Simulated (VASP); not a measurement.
Input of a VASP 6.6.1 run:

INCAR

```
PREC     = Accurate       # precision mode
ENCUT    = 600            # plane-wave cutoff, eV
EDIFF    = 1E-8           # SCF threshold, eV
ISMEAR   = -1             # smearing method
SIGMA    = 0.1            # smearing width, eV
LREAL    = False          # projectors in reciprocal space
LASPH    = True           # aspherical terms in the spheres
NELM     = 200            # most SCF steps
ALGO     = Normal         # electronic algorithm
ISIF     = 2              # what is computed and relaxed
LWAVE    = False          # write WAVECAR
LCHARG   = True           # write CHGCAR
GGA      = PE             # functional
IBRION   = 8              # ionic algorithm
NSW      = 1              # ionic steps
GGA_COMPAT= False        
LMAXMIX  = 6              # l up to which the mixer works
```

Contents of KPOINTS:

```
regular mesh
0
Gamma
  6 6 6
```

Contents of POSCAR:

```
GdN
1.0
    0.0000000000      2.4850000000      2.4850000000
    2.4850000000     -2.4850000000      0.0000000000
    2.4850000000      0.0000000000     -2.4850000000
Gd N
1 1
Direct
    0.0000000000      0.0000000000      0.0000000000
    0.5000000000      0.5000000000      0.5000000000
```

Potentials or basis: VASP PAW PBE potentials, release 64 (Gd, N).

Launch:

```console
$ cat potpaw_PBE.64/Gd/POTCAR potpaw_PBE.64/N/POTCAR > POTCAR
$ mpirun -np 1 vasp_std > vasp.out
```

**Question.** What does it give for the highest phonon frequency at Γ, LO-TO splitting left out?

**Answer.** 206 cm⁻¹.

**Question.** What does it give for the most unstable mode?

**Answer.** 36i cm⁻¹.

Phonon frequencies in cm⁻¹ (negative: imaginary):
```
              q point              frequencies
(0.000, 0.000, 0.000)  -36 -36 -36 206 206 206
```

Caveat: the k points lie up to 0.36 Å⁻¹ apart; the cell wasn't relaxed at this level first, which shifts response properties; some modes are imaginary; spin-orbit coupling is left out, which moves the levels of the heavy elements; the run has no spin polarisation, though such a crystal can be magnetic; without U or exact exchange the open f shell lies at the Fermi level, which spoils levels, moments and volumes. Spin polarisation is off, so any magnetic state and its effect on volume and gap are missing.
